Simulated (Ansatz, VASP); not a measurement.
## Two plane-wave programs on Sb

```
Sb
1.0
     2.16103    1.24767    3.68682
    -2.16103    1.24767    3.68682
     0.00000   -2.49534    3.68682
Sb
2
Direct
  0.23569 0.23569 0.23569
  0.76431 0.76431 0.76431
```

Alike in both runs: functional PBEsol; k mesh 12 × 12 × 12; occupations gaussian, width 0.1 eV; no spin polarisation.

Ansatz relaxed the structure, and its values are those at the end. VASP's run is a single point on that final structure, the one shown.

|  | VASP | Ansatz |
| --- | --- | --- |
| version | VASP 6.6.1 | Ansatz 0.2.0 |
| potentials or method | VASP PAW PBE potentials, release 64 (Sb), cutoff 520 eV | scalar-relativistic, plane waves, PAW |
| valence electrons in the cell | 10 | 30 |

```csv
,VASP,Ansatz,Ansatz less VASP
gap on the k mesh at the Fermi level (eV),none,none,-
pressure (GPa),0.2,0.0,-0.18
rms of the force components (eV/Å),0.029,0.000,-0.0282
```

VASP's potentials were made for PBE, not for PBEsol. A gap of «none» marks a metal or a gap that the smearing closes. VASP's potentials hold 10 valence electrons a cell and Ansatz's 30, so a difference there can come from the potentials and not from the codes.

Neither program's run includes spin-orbit coupling.
